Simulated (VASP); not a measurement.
# ZnS: single point with PBE

ZnS:

```
Zn S
1.0
     0.00000    2.72156    2.68074
     2.72156    0.00000    2.68074
     2.72156    2.72156    0.00000
Zn S
1 1
Direct
  0.00000 0.00000 0.00000
  0.75000 0.75000 0.75000
```

```yaml
Program: VASP 6.6.1
Task: single point
Functional: PBE
Potentials_or_basis: VASP PAW PBE potentials, release 64 (Zn, S)
Cutoff: 520 eV
k_mesh: 8 × 8 × 8
Occupations: tetrahedron
Spin: no spin polarisation
Dipole_correction: no
Further_INCAR_settings: ALGO = Normal; EDIFF = 1e-06; NBANDS = 16
```

```json
{"Pressure": "1.3 GPa", "Band gap on the k mesh": "2.05 eV"}
```

Stress tensor (GPa, compression positive):
```
1.06 0.00 0.00
0.00 1.06 0.00
0.00 0.00 1.65
```

Levels at points of the mesh, in eV from the valence-band top:
```
           k point  band 6  band 7  band 8  band 9  band 10  band 11  band 12  band 13
(0.00, 0.00, 0.00)   -5.85   -0.05   -0.05    0.00     2.05     6.37     6.37     6.37
(0.50, 0.00, 0.00)   -5.66   -5.28   -0.93   -0.85     3.26     6.83     6.97     8.82
(0.50, 0.50, 0.00)   -5.63   -4.51   -2.28   -2.28     3.34     3.94    11.01    11.87
(0.50, 0.00, 0.50)   -5.65   -4.59   -2.22   -2.19     3.41     4.09    10.84    11.83
```

Run time: 38 s on 1 thread of Intel Xeon 8259CL, with other jobs on the host, peak memory 0.18 GiB.

As with any semilocal functional, this PBE gap is likely too small.
